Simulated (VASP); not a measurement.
Crystal: BaTiO3.

```xyz
5
Lattice="3.7289 -0.4219 0.0224 -0.2845 3.2755 3.1101 0.3164 -2.7537 2.5899" Properties=species:S:1:pos:R:3 pbc="T T T"
Ba    0.0458    0.5154    5.6877
Ti    1.8813    0.0598    2.9237
O     3.7392   -0.1702    2.8371
O     2.0361   -1.3068    4.1468
O     1.7315    1.6712    4.3891
```

Base run:

* Program: VASP 6.6.1
* Functional: PBE
* Potentials or basis: VASP PAW PBE potentials, release 64 (Ba_sv, Ti_sv, O)
* Cutoff: 520 eV
* k mesh: 7 × 6 × 7
* Occupations: fermi-dirac, width 0.05 eV
* Spin: no spin polarisation
* Hubbard terms: Ti d U = 6.0 eV

Its results: band gap on the k mesh 1.10 eV (least direct gap 1.19 eV); pressure 25.4 GPa; largest force 0.957 eV/Å.

Task: The run is repeated on the same cell with these changes: hubbard terms from Ti d U = 6.0 eV to Ti d U = 5.0 eV. What comes out?

Result: Band gap on the k mesh 0.99 eV (least direct gap 1.08 eV); pressure 24.5 GPa; largest force 0.868 eV/Å.

Caveats: the cell stands under pressure; spin-orbit coupling is left out, which moves the levels of the heavy elements; an odd mesh through Γ misses points on the zone boundary, where band edges can lie.
